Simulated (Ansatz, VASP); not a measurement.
One calculation of GaSb, two programs

POSCAR

```
GaSb
1.0
    0.0000000000      2.9435025349      3.0661484739
    2.9435025349      0.0000000000      3.0661484739
    2.9435025349      2.9435025349      0.0000000000
Ga Sb
1 1
Direct
    0.0000000000      0.0000000000      0.0000000000
    0.7500000000      0.7500000000      0.7500000000
```

Contents of INCAR.step1:

```
  ALGO = Normal
  EDIFF = 1E-4
  ENCUT = 520
  GGA = PE
  ISMEAR = 0
  LASPH = T
  LCHARG = F
  LREAL = F
  LWAVE = T
  NBANDS = 16
  NELM = 80
  PREC = Accurate
  SIGMA = 0.05
```

INCAR.step2

```
  ALGO = Normal
  EDIFF = 1E-6
  ENCUT = 520
  ISIF = 2
  ISMEAR = 0
  ISTART = 1
  LASPH = T
  LCHARG = F
  LMIXTAU = T
  LREAL = F
  LWAVE = F
  METAGGA = R2SCAN
  NBANDS = 16
  NELM = 80
  PREC = Accurate
  SIGMA = 0.05
```

File KPOINTS:

```
k-points
0
Gamma
  10 10 10
```

Input for Ansatz:

```yaml
crystal:
  lattice:
    - [0.0, 2.9435025349, 3.0661484739]
    - [2.9435025349, 0.0, 3.0661484739]
    - [2.9435025349, 2.9435025349, 0.0]
  atoms:
    - { symbol: Ga, position: [0.0, 0.0, 0.0] }
    - { symbol: Sb, position: [0.75, 0.75, 0.75] }
basis:
  ecutwfc: 500
kpoints:
  mp_grid: { grid: [10, 10, 10] }
hamiltonian:
  xc: r2scan
scf:
  occupations: { method: gaussian, width: 0.05 }
output:
  forces: true
  stress: true
  eigenvalues: true
```

Change from the starting cell: strain -0.0400 x Voigt [1, 1, 0, 0, 0, 0], atoms carried along.

Alike in both runs: task single point; functional r2SCAN; k mesh 10 × 10 × 10; occupations gaussian, width 0.05 eV; no spin polarisation.

|  | VASP | Ansatz |
| --- | --- | --- |
| version | VASP 6.6.1 | Ansatz 0.2.0 |
| potentials or method | VASP PAW PBE potentials, release 64 (Ga_d, Sb), cutoff 520 eV | scalar-relativistic, plane waves, PAW |
| valence electrons in the cell | 18 | 28 |

Ansatz gave:

- gap on the k mesh at the Fermi level (eV): 0.75
- least direct gap on the mesh (eV): 0.94
- pressure (GPa): 5.3
- traceless stress, the component that is largest in VASP (GPa): -1.50

Task: What did VASP give for the same quantities?

Result: gap on the k mesh at the Fermi level (eV): 0.74; least direct gap on the mesh (eV): 0.92; pressure (GPa): 5.4; traceless stress, the component that is largest in VASP (GPa): -1.50.

VASP's potentials were made for PBE, not for r2SCAN. With one functional, cell and mesh, what is left measures potentials, basis and numerics. VASP's potentials hold 18 valence electrons a cell and Ansatz's 28, so a difference there can come from the potentials and not from the codes.

Spin-orbit coupling is off throughout.
